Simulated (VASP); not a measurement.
Input of a VASP 6.6.1 run:

The input INCAR:

```
ALGO     = Normal         # electronic algorithm
EDIFF    = 1E-7           # SCF threshold, eV
ENCUT    = 520            # plane-wave cutoff, eV
GGA      = RP             # functional
ISIF     = 2              # what is computed and relaxed
ISMEAR   = -1             # smearing method
LASPH    = True           # aspherical terms in the spheres
LCHARG   = True           # write CHGCAR
LELF     = True           # ELF
LREAL    = False          # projectors in reciprocal space
LVHAR    = True         
LWAVE    = False          # write WAVECAR
NBANDS   = 32             # bands
NELM     = 60             # most SCF steps
PREC     = Accurate       # precision mode
SIGMA    = 0.1            # smearing width, eV
```

Contents of KPOINTS:

```
k-points
0
Gamma
  19 19 5
```

Contents of POSCAR:

```
Cr
1.0
    2.4504771811      0.0000000000      0.0000000000
   -1.2252385906      2.1221754902      0.0000000000
    0.0000000000      0.0000000000      8.6114983552
Cr
4
Direct
    1.0000000000      1.0000000000      1.0000000000
    0.0000000000      0.0000000000      0.5000000000
    0.3333333333      0.6666666667      0.2500000000
    0.6666666667      0.3333333333      0.7500000000
```

Potentials or basis: VASP PAW PBE potentials, release 64 (Cr_pv).

Run with:

```sh
$ cat potpaw_PBE.64/Cr_pv/POTCAR > POTCAR
$ mpirun -np 1 vasp_std > vasp.out
```

(1) Predict the band gap on the k mesh.

(2) Predict the pressure.

Answers

(1) zero (band 24 reaches 12.36 eV, above the bottom of band 25 at 10.97 eV).

(2) 21.6 GPa.

Caveat: the PAW data sets were made with another functional, which shifts forces and pressure a little; the run has no spin polarisation, though such a crystal can be magnetic.
